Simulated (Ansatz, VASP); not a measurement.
This is a calculation of Os for VASP 6.6.1.

Contents of INCAR:

```
PREC = Accurate ; ENCUT = 520
EDIFF = 1E-6 ; ISMEAR = -1
SIGMA = 0.05 ; LREAL = False
LASPH = True ; NELM = 100
ALGO = Normal ; ISIF = 2
LWAVE = False ; LCHARG = False
NBANDS = 15
```

File KPOINTS:

```
regular mesh
0
Gamma
  11 11 6
```

File POSCAR:

```
Os
1.0
    2.6971481730      0.0000000000      0.0000000000
   -1.3485740865      2.3357988356      0.0000000000
    0.0000000000      0.0000000000      4.2613185190
Os
2
Direct
    0.6666666667      0.3333333333      0.7500000000
    0.3333333333      0.6666666667      0.2500000000
```

Potentials or basis: VASP PAW LDA potentials, release 64 (Os).

Run with:

```console
$ cat potpaw_LDA.64/Os/POTCAR > POTCAR
$ mpirun -np 1 vasp_std > vasp.out
```

Q: Translate it to Ansatz 0.2.0. Potentials there: all-electron LAPW, scalar-relativistic.

A: As run (the cutoff follows the program's own potentials):

Contents of input.yaml:

```yaml
crystal:
  lattice:
    - [2.697148173, 0.0, 0.0]
    - [-1.3485740865, 2.3357988356, 0.0]
    - [0.0, 0.0, 4.261318519]
  atoms:
    - { symbol: Os, position: [0.6666666667, 0.3333333333, 0.75] }
    - { symbol: Os, position: [0.3333333333, 0.6666666667, 0.25] }
kpoints:
  mp_grid: { grid: [11, 11, 6] }
scf:
  occupations: { method: fermi_dirac, width: 0.05 }
hamiltonian:
  xc: lda
  pseudopotentials: { kind: all_electron, lapw: { basis_error: 0.001 } }
output:
  forces: true
  stress: true
  eigenvalues: true
```

Potentials or basis: all-electron LAPW, scalar-relativistic.

Launch:

```console
$ ansatz run input.yaml --threads 1 --pin off --max-ram 3072MiB --backend cpu --events-out ev --progress --plain --runs-dir out
```

Both were run:

|  | VASP | Ansatz | Ansatz less VASP |
| --- | --- | --- | --- |
| gap on the k mesh at the Fermi level (eV) | none | none | - |
| pressure (GPa) | 11.0 | 9.7 | -1.28 |
| traceless stress, the component that is largest in VASP (GPa) | 0.44 | 0.54 | +0.104 |

LDA's correlation is that of Perdew and Zunger in VASP and of Perdew and Wang (1992) in Ansatz. A gap of «none» marks a metal or a gap that the smearing closes. Ansatz ran all-electron here, and VASP with PAW potentials.

Neither program's run includes spin-orbit coupling.
